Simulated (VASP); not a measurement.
TaN, 2 atoms in the cell. It takes space group Immm (No. 71, orthorhombic). Conventional cell: a = 2.629 Å, b = 3.558 Å, c = 4.375 Å, α = 90.00°, β = 90.00°, γ = 90.00°. Ta (site symmetry mmm) has 6 N at 2.19 to 2.21 Å and 2 Ta at 2.63 Å within 2.9 Å. N (site symmetry mmm) has 6 Ta at 2.19 to 2.21 Å and 2 N at 2.63 Å within 2.9 Å.  This cell differs from its parent crystal: engineering shear strain xz -0.3000, normal strain along z +0.0000.

```yaml
Program: VASP 6.6.1
Task: single point
Functional: PBEsol
Potentials_or_basis: VASP PAW PBE potentials, release 64 (Ta_pv, N)
Cutoff: 520 eV
k_mesh: 18 × 18 × 18
Occupations: gaussian, width 0.15 eV
Spin: no spin polarisation
Dipole_correction: no
Further_INCAR_settings: ALGO = Normal; EDIFF = 1e-06; NBANDS = 15
```

Potentials or basis: VASP PAW PBE potentials, release 64 (Ta_pv, N).

Run with:

```console
$ cat potpaw_PBE.64/Ta_pv/POTCAR potpaw_PBE.64/N/POTCAR > POTCAR
$ mpirun -np 1 vasp_std > vasp.out
```

Hardware: 1 thread of Intel(R) Xeon(R) 6975P-C (Granite Rapids), on a shared host.

Estimate the wall time of this run.

It took 61 s on 1 thread of Intel(R) Xeon(R) 6975P-C (Granite Rapids), with other jobs on the host, peak memory 0.37 GiB. Counts: scf iterations 13, k points 865.
